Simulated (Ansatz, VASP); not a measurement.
LiF in VASP and in Ansatz

The input POSCAR:

```
LiF
1.0
    0.0000000000      2.1707747985      2.1707747985
    2.1707747985      0.0000000000      2.1707747985
    2.1707747985      2.1707747985      0.0000000000
Li F
1 1
Direct
    0.0000000000      0.0000000000      0.0000000000
    0.2500000000      0.2500000000      0.2500000000
```

The input INCAR.step1:

```
SYSTEM = LiF
ALGO = Normal
EDIFF = 1E-5
ENCUT = 520
GGA = PE
ISIF = 2
ISMEAR = 0
LASPH = .TRUE.
LCHARG = .FALSE.
LREAL = .FALSE.
LWAVE = .TRUE.
NBANDS = 12
NELM = 100
PREC = Accurate
SIGMA = 0.01
```

The input INCAR.step2:

```
SYSTEM = LiF
ALGO = Normal
EDIFF = 1E-6
ENCUT = 520
GGA = PE
HFSCREEN = 0.2079
ISIF = 2
ISMEAR = 0
ISTART = 1
LASPH = .TRUE.
LCHARG = .FALSE.
LHFCALC = .TRUE.
LREAL = .FALSE.
LWAVE = .FALSE.
NBANDS = 12
NELM = 100
PREC = Accurate
PRECFOCK = Normal
SIGMA = 0.01
```

Contents of KPOINTS:

```
k-points
0
G
  8 8 8
  0 0 0
```

Input for Ansatz:

```yaml
crystal:
  lattice:
    - [0.0, 2.1707747985, 2.1707747985]
    - [2.1707747985, 0.0, 2.1707747985]
    - [2.1707747985, 2.1707747985, 0.0]
  atoms:
    - { symbol: Li, position: [0.0, 0.0, 0.0] }
    - { symbol: F, position: [0.25, 0.25, 0.25] }
kpoints:
  mp_grid: { grid: [8, 8, 8] }
  band_path:
    path:
      - [0.0, 0.0, 0.0]
      - [-0.5, -0.5, 0.0]
      - [-0.375, -0.375, 0.25]
      - [-0.375, 0.0, 0.375]
      - [0.0, 0.0, 0.5]
      - [-0.5, -0.25, 0.25]
    npoints: 1
hamiltonian:
  xc: hse06
scf:
  occupations: { method: fixed }
  n_extra_bands: 4
output:
  forces: true
  stress: true
  eigenvalues: true
  write_density: true
  write_potential: true
  elf: true
  volumetric_format: npy
```

Change from the starting cell: hydrostatic strain +1.2%.

Alike in both runs: task single point; functional HSE06; k mesh 8 × 8 × 8; no spin polarisation.

|  | VASP | Ansatz |
| --- | --- | --- |
| version | VASP 6.6.1 | Ansatz 0.2.0 |
| potentials or method | VASP PAW PBE potentials, release 64 (Li_sv, F) | plane waves, PAW |
| plane-wave cutoff (eV) | 520 | 420 |
| occupations | gaussian, width 0.01 eV | fixed |
| valence electrons in the cell | 10 | 10 |

Ansatz gave:

| Quantity | Value |
| --- | --- |
| gap on the k mesh at the Fermi level (eV) | 9.90 |

Question: What did VASP give for the same quantities?

Answer: gap on the k mesh at the Fermi level (eV): 9.87.

Ansatz's warnings: stress exchange threshold loose, stress scf threshold loose.

Noted on VASP's run: the cutoff is short for stress, so the pressure is rough.
